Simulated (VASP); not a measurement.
Set up this calculation in VASP 6.6.1, as the native input.

| Property | Result |
| --- | --- |
| Task | single point |
| Functional | PBEsol |
| Potentials or basis | VASP PAW PBE potentials, release 64 (Nb_sv, As) |
| Cutoff | 520 eV |
| k mesh | 10 × 10 × 10 |
| Occupations | gaussian, width 0.05 eV |
| Spin | no spin polarisation |
| Dipole correction | no |
| Further INCAR settings | ALGO = Normal; EDIFF = 1e-06; NBANDS = 16 |

The structure of NbAs lies in POSCAR:

```
NbAs
1.0
    0.0000000000      2.6031519958      2.6031519958
    2.6031519958      0.0000000000      2.6031519958
    2.6031519958      2.6031519958      0.0000000000
Nb As
1 1
Direct
    0.5000000000      0.5000000000      0.5000000000
    0.0000000000      0.0000000000      0.0000000000
```

These files were run (other wordings do the same):

INCAR

```
ALGO = Normal
EDIFF = 1E-6
ENCUT = 520
GGA = PS
ISIF = 2
ISMEAR = 0
LASPH = T
LCHARG = F
LREAL = F
LWAVE = F
NBANDS = 16
NELM = 60
PREC = Accurate
SIGMA = 0.05
```

KPOINTS

```
k-points
0
Gamma
  10 10 10
```

Potentials or basis: VASP PAW PBE potentials, release 64 (Nb_sv, As).

Launch:

```console
$ cat potpaw_PBE.64/Nb_sv/POTCAR potpaw_PBE.64/As/POTCAR > POTCAR
$ mpirun -np 1 vasp_std > vasp.out
```

It gave:

- Pressure: 0.6 GPa
- Band gap on the k mesh: zero (band 9 reaches 10.70 eV, above the bottom of band 10 at 8.75 eV)

Caveat: the PAW data sets were made with another functional, which shifts forces and pressure a little.

It took 41 s on 1 thread of Intel Xeon 8259CL (shared host), peak memory 0.17 GiB.
